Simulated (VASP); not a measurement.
A run of VASP 6.6.1 is set up as follows.

INCAR

```
ALGO     = Normal         # electronic algorithm
EDIFF    = 1E-7           # SCF threshold, eV
ENCUT    = 520            # plane-wave cutoff, eV
GGA      = PE             # functional
ISIF     = 2              # what is computed and relaxed
ISMEAR   = -1             # smearing method
LASPH    = True           # aspherical terms in the spheres
LCHARG   = True           # write CHGCAR
LELF     = True           # ELF
LREAL    = False          # projectors in reciprocal space
LVHAR    = True         
LWAVE    = False          # write WAVECAR
NBANDS   = 11             # bands
NELM     = 100            # most SCF steps
PREC     = Accurate       # precision mode
SIGMA    = 0.02           # smearing width, eV
```

Contents of KPOINTS:

```
k-points
0
Gamma
  10 10 10
```

The input POSCAR:

```
AlN
1.0
   -0.0163865731      2.1848764128      2.1848764128
    2.1848764128     -0.0163865731      2.1848764128
    2.1684898397      2.1684898397      0.0000000000
Al N
1 1
Direct
   -0.0009826930     -0.0009826930      0.0009826930
    0.2509826930      0.2509826930      0.2490173070
```

Potentials or basis: VASP PAW PBE potentials, release 64 (Al, N).

Run with:

```console
$ cat potpaw_PBE.64/Al/POTCAR potpaw_PBE.64/N/POTCAR > POTCAR
$ mpirun -np 1 vasp_std > vasp.out
```

Question: Estimate the band gap on the k mesh.

Answer: 3.25 eV (least direct gap 4.12 eV).

Question: Predict the largest force.

Answer: 0.013 eV/Å.

Forces on the atoms (eV/Å):
```
Al   0.000  0.000 -0.013
N    0.000  0.000  0.013
```

Caveat: the cell differs from its parent crystal (shear xy strain -1.5%). A k mesh can miss the band edges.
